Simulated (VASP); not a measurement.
# O2 in VASP: single point with PBEsol

Aim: the single point of O2 with PBEsol.

All numbers are computed with VASP 6.6.1; they aren't measurements. Logs are shortened: lines on timing, memory, paths and dates and some standing lists are left out, and cuts for length are marked.

### Step 1. The cell of the first run

The cell holds a molecule in a box, 2 atoms: a = 10.000 Å, b = 10.500 Å, c = 11.000 Å, α = 90.00°, β = 90.00°, γ = 90.00°.

### Step 2. Single point, PBEsol, collinear spin, ferromagnetic start

Input file INCAR:

```
SYSTEM = O
PREC = Accurate ; ENCUT = 910
EDIFF = 1E-6 ; ISMEAR = 0
SIGMA = 0.01 ; LREAL = .FALSE.
LASPH = .TRUE. ; NELM = 200
ALGO = Normal ; ISIF = 2
LWAVE = .FALSE. ; LCHARG = .FALSE.
ISPIN = 2 ; MAGMOM = 0.61 0.61
LORBIT = 11 ; GGA = PS
NBANDS = 17 ; GGA_COMPAT = .FALSE.
NELMDL = -8
```

Input file KPOINTS:

```
Automatic mesh
0
G
  1 1 1
  0 0 0
```

Input file POSCAR:

```
O
1.0
   10.0000000000      0.0000000000      0.0000000000
    0.0000000000     10.5000000000      0.0000000000
    0.0000000000      0.0000000000     11.0000000000
O
2
Direct
    0.5000000000      0.5000000000      0.4449587598
    0.5000000000      0.5000000000      0.5550412402
```

Potentials or basis: VASP PAW PBE potentials, release 64 (O_h).

On the command line:

```sh
$ cat potpaw_PBE.64/O_h/POTCAR > POTCAR
$ mpirun -np 1 vasp_gam > vasp.out
```

OUTCAR:

```text
SYSTEM = O
   PREC = Accurate
   ENCUT = 910
   EDIFF = 1E-6
   ISMEAR = 0
   LREAL = .FALSE.
   LASPH = .TRUE.
   NELM = 200
   ISIF = 2
   ISPIN = 2
   LORBIT = 11
   GGA = PS
   NELMDL = -8

 ion  position               nearest neighbor table
   1  0.500  0.500  0.445-   2 1.21
   2  0.500  0.500  0.555-   1 1.21

  LATTYP: Found a simple orthorhombic cell.
 ALAT       =    10.0000000000
 B/A-ratio  =     1.0500000000
 C/A-ratio  =     1.1000000000

  Lattice vectors:

 A1 = (  10.0000000000,   0.0000000000,   0.0000000000)
 A2 = (   0.0000000000,  10.5000000000,   0.0000000000)
 A3 = (   0.0000000000,   0.0000000000,  11.0000000000)

Analysis of symmetry for initial positions (statically):
=====================================================================
 Subroutine PRICEL returns:
 Original cell was already a primitive cell.

 Routine SETGRP: Setting up the symmetry group for a
 simple orthorhombic supercell.

 Subroutine GETGRP returns: Found  8 space group operations
 (whereof  8 operations were pure point group operations)
 out of a pool of  8 trial point group operations.

The static configuration has the point symmetry D_2h.

Analysis of symmetry for dynamics (positions and initial velocities):
=====================================================================
 Subroutine PRICEL returns:
 Original cell was already a primitive cell.

 Routine SETGRP: Setting up the symmetry group for a
 simple orthorhombic supercell.

 Subroutine GETGRP returns: Found  8 space group operations
 (whereof  8 operations were pure point group operations)
 out of a pool of  8 trial point group operations.

The dynamic configuration has the point symmetry D_2h.

Analysis of structural, dynamic, and magnetic symmetry:
=====================================================================
 Subroutine PRICEL returns:
 Original cell was already a primitive cell.

 Routine SETGRP: Setting up the symmetry group for a
 simple orthorhombic supercell.

 Subroutine GETGRP returns: Found  8 space group operations
 (whereof  8 operations were pure point group operations)
 out of a pool of  8 trial point group operations.

The overall configuration has the point symmetry D_2h.

 Subroutine INISYM returns: Found  8 space group operations
 (whereof  8 operations are pure point group operations),
 and found     1 'primitive' translations

----------------------------------------------------------------------------------------

                                     Primitive cell

  volume of cell :    1155.0000

  direct lattice vectors                    reciprocal lattice vectors
    10.000000000  0.000000000  0.000000000     0.100000000  0.000000000  0.000000000
     0.000000000 10.500000000  0.000000000     0.000000000  0.095238095  0.000000000
     0.000000000  0.000000000 11.000000000     0.000000000  0.000000000  0.090909091

  length of vectors
    10.000000000 10.500000000 11.000000000     0.100000000  0.095238095  0.090909091

  position of ions in fractional coordinates (direct lattice)
     0.500000000  0.500000000  0.444958760
     0.500000000  0.500000000  0.555041240

  ion indices of the primitive-cell ions
   primitive index   ion index
                 1           1
                 2           2

----------------------------------------------------------------------------------------

 KPOINTS: Automatic mesh

Automatic generation of k-mesh.
 Grid dimensions read from file:
 generate k-points for:    1    1    1

 Generating k-lattice:

  Cartesian coordinates                     Fractional coordinates (reciprocal lattice)
     0.100000000  0.000000000  0.000000000     1.000000000  0.000000000  0.000000000
     0.000000000  0.095238095  0.000000000     0.000000000  1.000000000  0.000000000
     0.000000000  0.000000000  0.090909091     0.000000000  0.000000000  1.000000000

  Length of vectors
     0.100000000  0.095238095  0.090909091

  Shift w.r.t. Gamma in fractional coordinates (k-lattice)
     0.000000000  0.000000000  0.000000000

 Subroutine IBZKPT returns following result:
 ===========================================

 Found      1 irreducible k-points:

 Following reciprocal coordinates:
            Coordinates               Weight
  0.000000  0.000000  0.000000      1.000000
   k-points           NKPTS =      1   k-points in BZ     NKDIM =      1   number of bands    NBANDS=     17
   number of dos      NEDOS =    301   number of ions     NIONS =      2
   total plane-waves  NPLWV = ******
   dimension x,y,z NGX =    98 NGY =  108 NGZ =  108
   dimension x,y,z NGXF=   196 NGYF=  216 NGZF=  216
   ions per type =               2
   NGX,Y,Z   is equivalent  to a cutoff of  16.29, 17.10, 16.32 a.u.
   NGXF,Y,Z  is equivalent  to a cutoff of  32.58, 34.20, 32.64 a.u.
 SYSTEM =  O
   PREC   = accura    normal or accurate (medium, high low for compatibility)
   ISTART =      0    job   : 0-new  1-cont  2-samecut
   ICHARG =      2    charge: 1-file 2-atom 10-const
   ISPIN  =      2    spin polarized calculation?
   LNONCOLLINEAR =      F non collinear calculations
   LSORBIT =      F    spin-orbit coupling
   LASPH  =      T    aspherical Exc in radial PAW
   ENCUT  =  910.0 eV  66.88 Ry    8.18 a.u.  24.60 25.83 27.06*2*pi/ulx,y,z
   NELM   =    200;   NELMIN=  2; NELMDL= -8     # of ELM steps
   EDIFF  = 0.1E-05   stopping-criterion for ELM
   LREAL  =      F    real-space projection
   EDIFFG = 0.1E-04   stopping-criterion for IOM
   NSW    =      0    number of steps for IOM
   IBRION =     -1    ionic relax: 0-MD 1-quasi-New 2-CG
   NFREE  =      0    steps in history (QN), initial steepest desc. (CG)
   ISIF   =      2    stress and relaxation
   ISYM   =      2    0-nonsym 1-usesym 2-fastsym
   POTIM  = 0.5000    time-step for ionic-motion
   TEBEG  =    0.0;   TEEND  =   0.0 temperature during run
   PSTRESS=    0.0 pullay stress
   NELECT =      12.0000    total number of electrons
   NUPDOWN=      -1.0000    fix difference up-down
   EMIN   =  10.00;   EMAX   =-10.00  energy-range for DOS
   EFERMI =   0.00;   METHOD = LEGACY
   ISMEAR =     0;   SIGMA  =   0.01  broadening in eV -4-tet -1-fermi 0-gaus
   EFERMI_NEDOS =   21; number of points for ismear=-14 and -15
   IALGO  =     38    algorithm
   IMIX   =      4    mixing-type and parameters
     AMIX     =   0.40;   BMIX     =  1.00
     AMIX_MAG =   1.60;   BMIX_MAG =  1.00
  volume/ion in A,a.u.               =     577.50      3897.16
  Fermi-wavevector in a.u.,A,eV,Ry     =   0.357225  0.675056  1.736231  0.127609
  Thomas-Fermi vector in A             =   1.274455
   LORBIT       =     11    0 simple, 1 ext, 2 COOP (PROOUT), +10 PAW based schemes
   GGA     = PS    functional components
   LHFCALC =     F    Hartree Fock is set to
   AEXX    =    0.0000 exact exchange contribution
   IVDW    =     0    specifies the selected vdW correction
   LEPSILON=     F    determine dielectric tensor
   LRPA    =     F    only Hartree local field effects (RPA)
 spin polarized calculation
 Gauss-broadening in eV      SIGMA  =   0.01
  energy-cutoff  :      910.00
  volume of cell :     1155.00
 maximum number of plane-waves:     36021
 NGX is ok and might be reduce to    98
   NGX = 49   NGY = 51   NGZ = 55

 number of electron      12.0000002 magnetization       2.0000027

 Free energy of the ion-electron system (eV)
  ---------------------------------------------------
  ext. energy  EPLUGINS =         0.00000000
  ---------------------------------------------------
  free energy    TOTEN  =       -10.45081182 eV

  energy without entropy =      -10.45081182  energy(sigma->0) =      -10.45081182

 E-fermi :  -6.5554     XC(G=0):  -0.4666

 val. band max:       -6.6383787483   @ k =   0.0000   0.0000   0.0000
 cond. band min:      -4.3676139098   @ k =   0.0000   0.0000   0.0000
 fundamental gap:      2.2707648386
 Fermi energy:        -6.5554454569

 spin component 1

 k-point     1 :       0.0000    0.0000    0.0000
  band No.  band energies     occupation
      1     -32.7284      1.00000
      2     -20.2888      1.00000
      3     -13.4291      1.00000
      4     -13.3729      1.00000
      5     -13.3728      1.00000
      6      -6.6384      1.00000
[... 9 lines left out ...]
     16       2.3697      0.00000
     17       2.4622      0.00000
 Fermi energy:        -6.5554454569

 spin component 2

 k-point     1 :       0.0000    0.0000    0.0000
  band No.  band energies     occupation
      1     -31.4955      1.00000
      2     -18.5054      1.00000
      3     -12.4060      1.00000
      4     -11.5341      1.00000
      5     -11.5341      1.00000
      6      -4.3676      0.00000
[... 9 lines left out ...]
     16       2.4301      0.00000
     17       2.5016      0.00000

------------------------ aborting loop because EDIFF is reached ----------------------------------------

  FORCE on cell =-STRESS in cart. coord.  units (eV):
  Direction    XX          YY          ZZ          XY          YZ          ZX
  --------------------------------------------------------------------------------------
  -------------------------------------------------------------------------------------
  Total       -0.1290630     -0.1285012      0.0602597      0.0000000      0.0000000      0.0000000
  in kB       -0.1790319     -0.1782525      0.0835902      0.0000000      0.0000000      0.0000000
  external PRESSURE =      -0.0912314 kB  Pullay stress =       0.0000000 kB

 VOLUME and BASIS-vectors are now :
 -----------------------------------------------------------------------------
  energy-cutoff  :      910.00
  volume of cell :     1155.00
      direct lattice vectors                 reciprocal lattice vectors
    10.000000000  0.000000000  0.000000000     0.100000000  0.000000000  0.000000000
     0.000000000 10.500000000  0.000000000     0.000000000  0.095238095  0.000000000
     0.000000000  0.000000000 11.000000000     0.000000000  0.000000000  0.090909091

 POSITION                                       TOTAL-FORCE (eV/Angst)
 -----------------------------------------------------------------------------------
      5.00000      5.25000      4.89455         0.000000      0.000000     -0.139966
      5.00000      5.25000      6.10545         0.000000     -0.000000      0.139966
 -----------------------------------------------------------------------------------
    total drift:                                0.000000     -0.000000      0.000000

  FREE ENERGIE OF THE ION-ELECTRON SYSTEM (eV)
  ---------------------------------------------------
  free  energy   TOTEN  =       -10.4508118172 eV

  energy  without entropy=      -10.4508118172  energy(sigma->0) =      -10.45081182

 total charge

# of ion       s       p       d       tot
------------------------------------------
    1        1.083   2.220   0.000   3.303
    2        1.083   2.220   0.000   3.303
--------------------------------------------------
tot          2.167   4.440   0.000   6.606

 magnetization (x)

# of ion       s       p       d       tot
------------------------------------------
    1        0.013   0.607   0.000   0.620
    2        0.013   0.607   0.000   0.620
--------------------------------------------------
tot          0.026   1.214   0.000   1.240
```

Run time: 6.5 min. Hardware: 1 thread of Intel Xeon Platinum 8488C (Sapphire Rapids), shared host; peak memory 2.4 GiB.

What came out:

* Free energy: -10.4508 eV
* Largest force: 0.140 eV/Å
* Gap between the frontier levels: 2.27 eV
* Net moment: 2.00 μB per cell
* Site moments: O +0.62 μB
* Valence electrons inside the program's atomic spheres: O 3.30

Forces in eV/Å, atoms in the order of the input:
```
O    0.000  0.000 -0.140
O    0.000  0.000  0.140
```

Levels at points of the mesh, in eV from the valence-band top:
Spin up:
| k point | band 4 | band 5 | band 6 | band 7 | band 8 | band 9 | band 10 | band 11 |
| --- | --- | --- | --- | --- | --- | --- | --- | --- |
| (0.00, 0.00, 0.00) | -6.73 | -6.73 | 0.00 | 0.00 | 6.41 | 7.45 | 7.69 | 7.71 |
Spin down:
```csv
k point,band 1,band 2,band 3,band 4,band 5,band 6,band 7,band 8,band 9,band 10
"(0.00, 0.00, 0.00)",-24.86,-11.87,-5.77,-4.90,-4.90,2.27,2.27,6.51,7.63,7.73
```

Caveat: the cutoff is under 1.25 times the usual one of these potentials, so pressure, stress and relaxed cells hold a basis-set (Pulay) error; the PAW data sets were made with another functional, which shifts forces and pressure a little.
